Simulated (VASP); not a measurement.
# Sc (P6/mmm) in VASP: notebook

The runs below take Sc through single point, with LDA.

Everything below comes from runs of VASP 6.6.1. Logs are shortened: lines on timing, memory, paths and dates and some standing lists are left out, and cuts for length are marked.

### 1 The cell of the first run

The structure is hexagonal, space group P6/mmm (No. 191). Conventional cell: a = 4.971 Å, b = 4.971 Å, c = 3.135 Å, α = 90.00°, β = 90.00°, γ = 120.00°. Within 4.1 Å of Sc (site symmetry 6/mmm) lie 14 Sc at 3.13 to 3.27 Å. Within 3.8 Å of Sc (site symmetry -6m2) lie 11 Sc at 2.87 to 3.27 Å.

### 2 Single point, LDA

The input, INCAR:

```
SYSTEM = Sc
  PREC = Accurate
  ENCUT = 520
  EDIFF = 1E-7
  ISMEAR = -1
  SIGMA = 0.1
  LREAL = .False.
  LASPH = .True.
  NELM = 60
  ALGO = Normal
  ISIF = 2
  LWAVE = .False.
  LCHARG = .False.
  NBANDS = 24
```

The input, KPOINTS:

```
Automatic mesh
0
Gamma
  7 7 10
  0 0 0
```

The input, POSCAR:

```
Sc
1.0
    4.9708904420      0.0000000000      0.0000000000
   -2.4854452210      4.3049174022      0.0000000000
    0.0000000000      0.0000000000      3.1346084859
Sc
3
Direct
    0.0000000000      1.0000000000      0.0000000000
    0.3333333333      0.6666666667      0.5000000000
    0.6666666667      0.3333333333      0.5000000000
```

Potentials or basis: VASP PAW LDA potentials, release 64 (Sc_sv).

Run with:

```sh
> cat potpaw_LDA.64/Sc_sv/POTCAR > POTCAR
> mpirun -np 1 vasp_std > vasp.out
```

OUTCAR:

```text
SYSTEM = Sc
   PREC = Accurate
   ENCUT = 520
   EDIFF = 1E-7
   ISMEAR = -1
   LREAL = .False.
   LASPH = .True.
   NELM = 60
   ISIF = 2

 ion  position               nearest neighbor table
   1  0.000  0.000  0.000-   2 3.27   3 3.27   2 3.27   3 3.27   2 3.27   2 3.27   3 3.27   3 3.27
                             3 3.27   3 3.27   2 3.27   2 3.27
   2  0.333  0.667  0.500-   3 2.87   3 2.87   3 2.87   1 3.27   1 3.27   1 3.27   1 3.27   1 3.27
                             1 3.27
   3  0.667  0.333  0.500-   2 2.87   2 2.87   2 2.87   1 3.27   1 3.27   1 3.27   1 3.27   1 3.27
                             1 3.27

  LATTYP: Found a hexagonal cell.
 ALAT       =     4.9708904420
 C/A-ratio  =     0.6305929536

  Lattice vectors:

 A1 = (   4.9708904420,   0.0000000000,   0.0000000000)
 A2 = (  -2.4854452210,   4.3049174022,   0.0000000000)
 A3 = (   0.0000000000,   0.0000000000,   3.1346084859)

Analysis of symmetry for initial positions (statically):
=====================================================================
 Subroutine PRICEL returns:
 Original cell was already a primitive cell.

 Routine SETGRP: Setting up the symmetry group for a
 hexagonal supercell.

 Subroutine GETGRP returns: Found 24 space group operations
 (whereof 24 operations were pure point group operations)
 out of a pool of 24 trial point group operations.

The static configuration has the point symmetry D_6h.

Analysis of symmetry for dynamics (positions and initial velocities):
=====================================================================
 Subroutine PRICEL returns:
 Original cell was already a primitive cell.

 Routine SETGRP: Setting up the symmetry group for a
 hexagonal supercell.

 Subroutine GETGRP returns: Found 24 space group operations
 (whereof 24 operations were pure point group operations)
 out of a pool of 24 trial point group operations.

The dynamic configuration has the point symmetry D_6h.

 Subroutine INISYM returns: Found 24 space group operations
 (whereof 24 operations are pure point group operations),
 and found     1 'primitive' translations

----------------------------------------------------------------------------------------

                                     Primitive cell

  volume of cell :      67.0783

  direct lattice vectors                    reciprocal lattice vectors
     4.970890442  0.000000000  0.000000000     0.201171201  0.116146247  0.000000000
    -2.485445221  4.304917402  0.000000000     0.000000000  0.232292494  0.000000000
     0.000000000  0.000000000  3.134608486     0.000000000  0.000000000  0.319019107

  length of vectors
     4.970890442  4.970890442  3.134608486     0.232292494  0.232292494  0.319019107

  position of ions in fractional coordinates (direct lattice)
     0.000000000  0.000000000  0.000000000
     0.333333333  0.666666667  0.500000000
     0.666666667  0.333333333  0.500000000

  ion indices of the primitive-cell ions
   primitive index   ion index
                 1           1
                 2           2
                 3           3

----------------------------------------------------------------------------------------

 KPOINTS: Automatic mesh

Automatic generation of k-mesh.
 Grid dimensions read from file:
 generate k-points for:    7    7   10

 Generating k-lattice:

  Cartesian coordinates                     Fractional coordinates (reciprocal lattice)
     0.028738743  0.016592321  0.000000000     0.142857143  0.000000000  0.000000000
     0.000000000  0.033184642  0.000000000     0.000000000  0.142857143  0.000000000
     0.000000000  0.000000000  0.031901911     0.000000000  0.000000000  0.100000000

  Length of vectors
     0.033184642  0.033184642  0.031901911

  Shift w.r.t. Gamma in fractional coordinates (k-lattice)
     0.000000000  0.000000000  0.000000000

 Subroutine IBZKPT returns following result:
 ===========================================

 Found     48 irreducible k-points:

 Following reciprocal coordinates:
            Coordinates               Weight
  0.000000  0.000000  0.000000      1.000000
  0.142857  0.000000  0.000000      6.000000
  0.285714  0.000000  0.000000      6.000000
  0.428571 -0.000000  0.000000      6.000000
  0.142857  0.142857  0.000000      6.000000
  0.285714  0.142857  0.000000     12.000000
[... 16 lines left out ...]
  0.428571  0.142857  0.200000     12.000000
  0.285714  0.285714  0.200000     12.000000
 [... further k-points ...]
   k-points           NKPTS =     48   k-points in BZ     NKDIM =     48   number of bands    NBANDS=     24
   number of dos      NEDOS =    301   number of ions     NIONS =      3
   total plane-waves  NPLWV =  38400
   dimension x,y,z NGX =    40 NGY =   40 NGZ =   24
   dimension x,y,z NGXF=    80 NGYF=   80 NGZF=   48
   ions per type =               3
   NGX,Y,Z   is equivalent  to a cutoff of  13.38, 13.38, 12.73 a.u.
   NGXF,Y,Z  is equivalent  to a cutoff of  26.76, 26.76, 25.46 a.u.
 SYSTEM =  Sc
   PREC   = accura    normal or accurate (medium, high low for compatibility)
   ISTART =      0    job   : 0-new  1-cont  2-samecut
   ICHARG =      2    charge: 1-file 2-atom 10-const
   ISPIN  =      1    spin polarized calculation?
   LNONCOLLINEAR =      F non collinear calculations
   LSORBIT =      F    spin-orbit coupling
   LASPH  =      T    aspherical Exc in radial PAW
   ENCUT  =  520.0 eV  38.22 Ry    6.18 a.u.   9.24  9.24  5.83*2*pi/ulx,y,z
   NELM   =     60;   NELMIN=  2; NELMDL= -5     # of ELM steps
   EDIFF  = 0.1E-06   stopping-criterion for ELM
   LREAL  =      F    real-space projection
   EDIFFG = 0.1E-05   stopping-criterion for IOM
   NSW    =      0    number of steps for IOM
   IBRION =     -1    ionic relax: 0-MD 1-quasi-New 2-CG
   NFREE  =      0    steps in history (QN), initial steepest desc. (CG)
   ISIF   =      2    stress and relaxation
   ISYM   =      2    0-nonsym 1-usesym 2-fastsym
   POTIM  = 0.5000    time-step for ionic-motion
   TEBEG  =    0.0;   TEEND  =   0.0 temperature during run
   PSTRESS=    0.0 pullay stress
   NELECT =      33.0000    total number of electrons
   NUPDOWN=      -1.0000    fix difference up-down
   EMIN   =  10.00;   EMAX   =-10.00  energy-range for DOS
   EFERMI =   0.00;   METHOD = LEGACY
   ISMEAR =    -1;   SIGMA  =   0.10  broadening in eV -4-tet -1-fermi 0-gaus
   EFERMI_NEDOS =   21; number of points for ismear=-14 and -15
   IALGO  =     38    algorithm
   IMIX   =      4    mixing-type and parameters
     AMIX     =   0.40;   BMIX     =  1.00
     AMIX_MAG =   1.60;   BMIX_MAG =  1.00
  volume/ion in A,a.u.               =      22.36       150.89
  Fermi-wavevector in a.u.,A,eV,Ry     =   1.292366  2.442217 22.724569  1.670209
  Thomas-Fermi vector in A             =   2.424078
   LORBIT       =      0    0 simple, 1 ext, 2 COOP (PROOUT), +10 PAW based schemes
   GGA     = CA    functional components
   LHFCALC =     F    Hartree Fock is set to
   AEXX    =    0.0000 exact exchange contribution
   IVDW    =     0    specifies the selected vdW correction
   LEPSILON=     F    determine dielectric tensor
   LRPA    =     F    only Hartree local field effects (RPA)
 non-spin polarized calculation
  energy-cutoff  :      520.00
  volume of cell :       67.08
 maximum number of plane-waves:      1836
 NGX is ok and might be reduce to    40
   NGX = 19   NGY = 19   NGZ = 11

 number of electron      32.9999996 magnetization

 Free energy of the ion-electron system (eV)
  ---------------------------------------------------
  ext. energy  EPLUGINS =         0.00000000
  ---------------------------------------------------
  free energy    TOTEN  =       -20.10437563 eV

  energy without entropy =      -19.92225904  energy(sigma->0) =      -20.01331734

 E-fermi :   3.9795     XC(G=0): -10.5473

 val. band max:        3.9727494611   @ k =   0.2857   0.2857   0.4000
 cond. band min:       3.9815677704   @ k =   0.4286  -0.0000   0.4000
 fundamental gap:      0.0088183093
 Fermi energy:         3.9795010175

 k-point     1 :       0.0000    0.0000    0.0000
  band No.  band energies     occupation
      1     -44.5751      2.00000
      2     -44.4736      2.00000
      3     -44.4063      2.00000
      4     -23.7354      2.00000
      5     -23.7354      2.00000
      6     -23.5811      2.00000
[... 16 lines left out ...]
     23       6.5312      0.00000
     24       6.5453      0.00000

 k-point     2 :       0.1429    0.0000    0.0000
  band No.  band energies     occupation
      1     -44.5672      2.00000
      2     -44.4754      2.00000
      3     -44.4126      2.00000
      4     -23.7727      2.00000
      5     -23.7480      2.00000
      6     -23.5390      2.00000
[... 16 lines left out ...]
     23       6.2523      0.00000
     24       6.3253      0.00000

 k-point     3 :       0.2857    0.0000    0.0000
  band No.  band energies     occupation
      1     -44.5456      2.00000
      2     -44.4807      2.00000
      3     -44.4292      2.00000
      4     -23.8275      2.00000
      5     -23.7315      2.00000
      6     -23.4712      2.00000
[... 16 lines left out ...]
     23       6.1988      0.00000
     24       6.7483      0.00000

 k-point     4 :       0.4286   -0.0000    0.0000
  band No.  band energies     occupation
      1     -44.5169      2.00000
      2     -44.4924      2.00000
      3     -44.4466      2.00000
      4     -23.8603      2.00000
      5     -23.6595      2.00000
      6     -23.5176      2.00000
[... 16 lines left out ...]
     23       6.4188      0.00000
     24       6.8910      0.00000

 k-point     5 :       0.1429    0.1429    0.0000
  band No.  band energies     occupation
      1     -44.5524      2.00000
      2     -44.4787      2.00000
      3     -44.4243      2.00000
      4     -23.8016      2.00000
      5     -23.7567      2.00000
      6     -23.4825      2.00000
[... 451 lines left out ...]
 k-point    22 :       0.2857    0.1429    0.2000
  band No.  band energies     occupation
      1     -44.5113      2.00000
      2     -44.4765      2.00000
      3     -44.4322      2.00000
      4     -23.8049      2.00000
      5     -23.6918      2.00000
      6     -23.5360      2.00000
[... 16 lines left out ...]
     23       6.3735      0.00000
     24       6.9037      0.00000

 k-point    23 :       0.4286    0.1429    0.2000
  band No.  band energies     occupation
      1     -44.4908      2.00000
      2     -44.4847      2.00000
      3     -44.4447      2.00000
      4     -23.8156      2.00000
      5     -23.6471      2.00000
      6     -23.5827      2.00000
[... 16 lines left out ...]
     23       6.3071      0.00000
     24       6.9972      0.00000

 k-point    24 :       0.2857    0.2857    0.2000
  band No.  band energies     occupation
      1     -44.4920      2.00000
      2     -44.4754      2.00000
      3     -44.4528      2.00000
      4     -23.8044      2.00000
      5     -23.6544      2.00000
      6     -23.5864      2.00000
[... 16 lines left out ...]
     23       6.0717      0.00000
     24       7.0417      0.00000

 [... further k-points ...]
[... 5 lines left out ...]
  --------------------------------------------------------------------------------------
  -------------------------------------------------------------------------------------
  Total        0.0345175      0.0345175      0.0373988      0.0000000      0.0000000      0.0000000
  in kB        0.8244572      0.8244572      0.8932756      0.0000000      0.0000000      0.0000000
  external PRESSURE =       0.8473967 kB  Pullay stress =       0.0000000 kB

 VOLUME and BASIS-vectors are now :
 -----------------------------------------------------------------------------
  energy-cutoff  :      520.00
  volume of cell :       67.08
      direct lattice vectors                 reciprocal lattice vectors
     4.970890442  0.000000000  0.000000000     0.201171201  0.116146247  0.000000000
    -2.485445221  4.304917402  0.000000000     0.000000000  0.232292494  0.000000000
     0.000000000  0.000000000  3.134608486     0.000000000  0.000000000  0.319019107

 POSITION                                       TOTAL-FORCE (eV/Angst)
 -----------------------------------------------------------------------------------
      0.00000      0.00000      0.00000        -0.000000      0.000000     -0.000000
     -0.00000      2.86994      1.56730        -0.000000      0.000000      0.000000
      2.48545      1.43497      1.56730         0.000000     -0.000000     -0.000000
 -----------------------------------------------------------------------------------
    total drift:                                0.000000      0.000000      0.000000

  FREE ENERGIE OF THE ION-ELECTRON SYSTEM (eV)
  ---------------------------------------------------
  free  energy   TOTEN  =       -20.1043756332 eV

  energy  without entropy=      -19.9222590417  energy(sigma->0) =      -20.01331734
```

Wall time 69 s (1 thread of AMD EPYC 7R43 (Zen 3), shared host); peak memory 0.15 GiB.

Results:

* Free energy: -20.1044 eV
* Pressure: 0.1 GPa

(Part 1 of 2 ends here.)
